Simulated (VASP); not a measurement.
ZrB, 2 atoms in the cell. Symmetry: Fm-3m, No. 225, cubic system. Conventional cell: a = 4.767 Å, b = 4.767 Å, c = 4.767 Å, α = 90.00°, β = 90.00°, γ = 90.00°. Zr (site symmetry m-3m) has 6 B at 2.38 Å within 3.1 Å. Within 3.1 Å of B (site symmetry m-3m) lie 6 Zr at 2.38 Å. 

```yaml
Program: VASP 6.6.1
Task: single point
Functional: LDA
Potentials_or_basis: VASP PAW LDA potentials, release 64 (Zr_sv, B)
Cutoff: 500 eV
k_mesh: 8 × 8 × 8
Occupations: gaussian, width 0.05 eV
Spin: no spin polarisation
Dipole_correction: no
Further_INCAR_settings: ALGO = Normal; EDIFF = 1e-06; NBANDS = 14
```

Potentials or basis: VASP PAW LDA potentials, release 64 (Zr_sv, B).

Launch:

```sh
$ cat potpaw_LDA.64/Zr_sv/POTCAR potpaw_LDA.64/B/POTCAR > POTCAR
$ mpirun -np 1 vasp_std > vasp.out
```

Hardware: 1 thread of Intel(R) Xeon(R) Platinum 8259CL CPU @ 2.50GHz (Skylake/Cascade Lake) (shared host).

**Question.** Estimate the wall time of this run.

**Answer.** It took 20 s on 1 thread of Intel(R) Xeon(R) Platinum 8259CL CPU @ 2.50GHz (Skylake/Cascade Lake), on a shared host, peak memory 0.13 GiB. Counts: scf iterations 12, k points 29.
